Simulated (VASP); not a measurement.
Here is a VASP 6.6.1 calculation.

File INCAR:

```
PREC     = Accurate       # precision mode
ENCUT    = 520            # plane-wave cutoff, eV
EDIFF    = 1E-7           # SCF threshold, eV
ISMEAR   = 0              # smearing method
SIGMA    = 0.05           # smearing width, eV
LREAL    = False          # projectors in reciprocal space
LASPH    = True           # aspherical terms in the spheres
NELM     = 60             # most SCF steps
ALGO     = Normal         # electronic algorithm
ISIF     = 2              # what is computed and relaxed
LWAVE    = False          # write WAVECAR
LCHARG   = True           # write CHGCAR
GGA      = PE             # functional
IVDW     = 12             # dispersion correction
LELF     = True           # ELF
LVHAR    = True         
NBANDS   = 20             # bands
```

File KPOINTS:

```
regular mesh
0
Gamma
  12 12 12
```

The input POSCAR:

```
MoS2
1.0
    1.5764743789      0.9101779070      5.9965349857
   -1.5764743789      0.9101779070      5.9965349857
    0.0000000000     -1.8203558141      5.9965349857
Mo S
1 2
Direct
   -0.0274599339     -0.0274599339      0.0549716823
    0.7947598625      0.7947598625      0.6711576534
    0.6207573594      0.6207573594      0.4976560885
```

Potentials or basis: VASP PAW PBE potentials, release 64 (Mo_sv, S).

Launch:

```console
$ cat potpaw_PBE.64/Mo_sv/POTCAR potpaw_PBE.64/S/POTCAR > POTCAR
$ mpirun -np 1 vasp_std > vasp.out
```

Question: Estimate the largest force.

Answer: 7.436 eV/Å.

Question: Predict the band gap on the k mesh.

Answer: Zero (bands 13 and 14 overlap by 0.03 eV).

Question: Estimate the pressure.

Answer: 10.6 GPa.

Stress tensor (GPa, compression positive):
```
-1.63  0.00  0.00
 0.00 15.78  0.10
 0.00  0.10 17.73
```

Caveat: the cell differs from its parent crystal (atoms displaced along a vibrational mode); the stress differs along the axes, from -2 to 18 GPa; forces of over 1 eV/Å act on the atoms, so gaps and moduli don't describe the material at rest.
